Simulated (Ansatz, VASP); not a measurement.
## SiC: VASP beside Ansatz

```
CELL_PARAMETERS angstrom
-3.07600 0.00000 0.00000
-1.53800 -2.66389 0.00000
0.00000 0.00000 11.59600
ATOMIC_POSITIONS crystal
Si 0.33333 0.33333 0.56918
Si 0.33333 0.33333 0.13386
Si 0.66667 0.66667 0.78685
Si 0.66667 0.66667 0.35152
C 0.33333 0.33333 0.73678
C 0.33333 0.33333 0.30146
C 0.66667 0.66667 0.08380
C 0.66667 0.66667 0.51912
```

Alike in both runs: task single point; functional LDA; k mesh 10 × 10 × 3; occupations gaussian, width 0.05 eV; no spin polarisation.

```csv
,VASP,Ansatz
version,VASP 6.6.1,Ansatz 0.2.0
potentials or method,"VASP PAW LDA potentials, release 64 (Si, C), cutoff 520 eV","scalar-relativistic, plane waves, PAW"
valence electrons in the cell,32,32
```

```tsv
	VASP	Ansatz	Ansatz less VASP
gap on the k mesh at the Fermi level (eV)	0.31	0.32	+0.002
least direct gap on the mesh (eV)	0.88	0.88	-0.002
pressure (GPa)	-5.8	-6.1	-0.32
traceless stress, the component that is largest in VASP (GPa)	-7.71	-7.54	+0.169
rms of the force components (eV/Å)	0.518	0.519	+0.0016
```

LDA's correlation is that of Perdew and Zunger in VASP and of Perdew and Wang (1992) in Ansatz. Atom by atom the forces differ by 0.007 eV/Å (rms over components).
